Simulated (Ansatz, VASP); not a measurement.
**Si6C5 in VASP and in Ansatz**

```
CELL_PARAMETERS angstrom
3.08036 0.00000 0.00000
0.00000 3.08036 0.00000
0.00000 0.00000 25.89072
ATOMIC_POSITIONS crystal
Si 0.50000 0.50000 0.28923
Si 0.00000 0.00000 0.37390
Si 0.50000 0.50000 0.45793
Si 0.00000 0.00000 0.54207
Si 0.50000 0.50000 0.62610
Si 0.00000 0.00000 0.71077
C 0.50000 0.00000 0.33215
C 0.00000 0.50000 0.41589
C 0.50000 0.00000 0.50000
C 0.00000 0.50000 0.58411
C 0.50000 0.00000 0.66785
```

Alike in both runs: functional r2SCAN; k mesh 9 × 9 × 1; occupations gaussian, width 0.05 eV; no spin polarisation.

Ansatz relaxed the structure, and its values are those at the end. VASP's run is a single point on that final structure, the one shown.

```csv
,VASP,Ansatz
version,VASP 6.6.1,Ansatz 0.2.0
potentials or method,"VASP PAW PBE potentials, release 64 (Si, C), cutoff 520 eV","scalar-relativistic, plane waves, PAW"
valence electrons in the cell,44,44
```

Ansatz gave:

| Property | Result |
| --- | --- |
| gap on the k mesh at the Fermi level (eV) | 0.48 |
| least direct gap on the mesh (eV) | 0.91 |
| rms of the force components (eV/Å) | 0.002 |

Problem. What did VASP give for the same quantities?

Solution. gap on the k mesh at the Fermi level (eV): 0.47; least direct gap on the mesh (eV): 0.91; rms of the force components (eV/Å): 0.003.

VASP's potentials were made for PBE, not for r2SCAN. Ansatz's warnings: xc potential rough in thin density.
